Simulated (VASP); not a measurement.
Input of a VASP 6.6.1 run:

The input POSCAR:

```
Al3Ni2
1.0
    3.9650350785      0.0000000000      0.0000000000
   -1.9825175392      3.4338211048      0.0000000000
    0.0000000000      0.0000000000      4.8153588153
Al Ni
3 2
Direct
    0.0000000000      0.0000000000      0.0000000000
    0.3333333333      0.6666666667      0.6478244342
    0.6666666667      0.3333333333      0.3521755658
    0.3333333333      0.6666666667      0.1465291917
    0.6666666667      0.3333333333      0.8534708083
```

INCAR.step1

```
SYSTEM = Al3Ni2
  PREC = Accurate
  ENCUT = 660
  ISMEAR = 0
  SIGMA = 0.1
  LREAL = .False.
  LASPH = .True.
  NELM = 120
  NBANDS = 22
  GGA = PE
  ALGO = Normal
  EDIFF = 1E-5
  LWAVE = .True.
  LCHARG = .False.
  GGA_COMPAT = .False.
```

INCAR.step2

```
SYSTEM = Al3Ni2
  PREC = Accurate
  ENCUT = 660
  EDIFF = 1E-6
  ISMEAR = 0
  SIGMA = 0.1
  LREAL = .False.
  LASPH = .True.
  NELM = 120
  ALGO = Normal
  ISIF = 2
  LWAVE = .False.
  LCHARG = .False.
  METAGGA = R2SCAN
  LMIXTAU = .True.
  NBANDS = 22
  ISTART = 1
  GGA_COMPAT = .False.
```

The input KPOINTS:

```
Automatic mesh
0
Gamma
  12 12 8
  0 0 0
```

Potentials or basis: VASP PAW PBE potentials, release 64 (Al, Ni).

Launch:

```sh
$ cat potpaw_PBE.64/Al/POTCAR potpaw_PBE.64/Ni/POTCAR > POTCAR
$ cp INCAR.step1 INCAR
$ mpirun -np 1 vasp_std > vasp.out
$ cp INCAR.step2 INCAR
$ mpirun -np 1 vasp_std > vasp.out
```

Problem. What does it give for the largest force?

Solution. 0.023 eV/Å.

Problem. Estimate the band gap on the k mesh.

Solution. Zero (an odd number of electrons rules out a gap without spin polarisation).

Forces in eV/Å, atoms in the order of the input:
```
Al   0.000  0.000  0.000
Al   0.000  0.000  0.007
Al   0.000  0.000 -0.007
Ni   0.000  0.000  0.023
Ni   0.000  0.000 -0.023
```

Caveat: the PAW data sets were made with another functional, which shifts forces and pressure a little. Spin polarisation is off, so any magnetic state and its effect on volume and gap are missing.
